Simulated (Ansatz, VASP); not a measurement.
Ge in VASP and in Ansatz

The input INCAR:

```
PREC = Accurate
ENCUT = 520
EDIFF = 1E-6
ISMEAR = 0
SIGMA = 0.15
LREAL = False
LASPH = True
NELM = 60
ALGO = Fast
ISIF = 2
LWAVE = False
LCHARG = False
NBANDS = 66
```

File KPOINTS:

```
regular mesh
0
Gamma
  9 9 9
```

POSCAR

```
Ge
1.0
    4.9289000000      2.8457017418      2.1684000000
   -4.9289000000      2.8457017418      2.1684000000
    0.0000000000     -5.6914034836      2.1684000000
Ge
8
Direct
    0.7160372198      0.7160372198      0.7160372198
    0.2839627802      0.2839627802      0.2839627802
    0.0289443365      0.7253625346      0.5322921793
    0.5322921793      0.0289443365      0.7253625346
    0.7253625346      0.5322921793      0.0289443365
    0.9710556635      0.2746374654      0.4677078207
    0.4677078207      0.9710556635      0.2746374654
    0.2746374654      0.4677078207      0.9710556635
```

Input for Ansatz:

```yaml
crystal:
  lattice:
    - [4.9289, 2.8457017418, 2.1684]
    - [-4.9289, 2.8457017418, 2.1684]
    - [0.0, -5.6914034836, 2.1684]
  atoms:
    - { symbol: Ge, position: [0.7160372198, 0.7160372198, 0.7160372198] }
    - { symbol: Ge, position: [0.2839627802, 0.2839627802, 0.2839627802] }
    - { symbol: Ge, position: [0.0289443365, 0.7253625346, 0.5322921793] }
    - { symbol: Ge, position: [0.5322921793, 0.0289443365, 0.7253625346] }
    - { symbol: Ge, position: [0.7253625346, 0.5322921793, 0.0289443365] }
    - { symbol: Ge, position: [0.9710556635, 0.2746374654, 0.4677078207] }
    - { symbol: Ge, position: [0.4677078207, 0.9710556635, 0.2746374654] }
    - { symbol: Ge, position: [0.2746374654, 0.4677078207, 0.9710556635] }
basis:
  ecutwfc: 420
kpoints:
  mp_grid: { grid: [9, 9, 9] }
hamiltonian:
  xc: lda
  pseudopotentials: { kind: paw, azcp: { folder: soft_1 } }
scf:
  occupations: { method: gaussian, width: 0.15 }
output:
  forces: true
  stress: true
  eigenvalues: true
  write_density: true
  write_potential: true
  elf: true
  volumetric_format: npy
```

Alike in both runs: task single point; functional LDA; k mesh 9 × 9 × 9; occupations gaussian, width 0.15 eV; no spin polarisation.

|  | VASP | Ansatz |
| --- | --- | --- |
| version | VASP 6.6.1 | Ansatz 0.2.0 |
| potentials or method | VASP PAW LDA potentials, release 64 (Ge_d), cutoff 520 eV | scalar-relativistic, plane waves, PAW |
| valence electrons in the cell | 112 | 112 |

|  | VASP | Ansatz | Ansatz less VASP |
| --- | --- | --- | --- |
| gap on the k mesh at the Fermi level (eV) | none | none | - |
| pressure (GPa) | -6.6 | -6.6 | +0.04 |
| traceless stress, the component that is largest in VASP (GPa) | -5.97 | -5.92 | +0.058 |
| rms of the force components (eV/Å) | 0.292 | 0.290 | -0.0015 |

Ansatz warns that its potentials were made for another functional, while VASP's fit it. LDA's correlation is that of Perdew and Zunger in VASP and of Perdew and Wang (1992) in Ansatz. Atom by atom the forces differ by 0.004 eV/Å (rms over components). A gap of «none» marks a metal or a gap that the smearing closes.
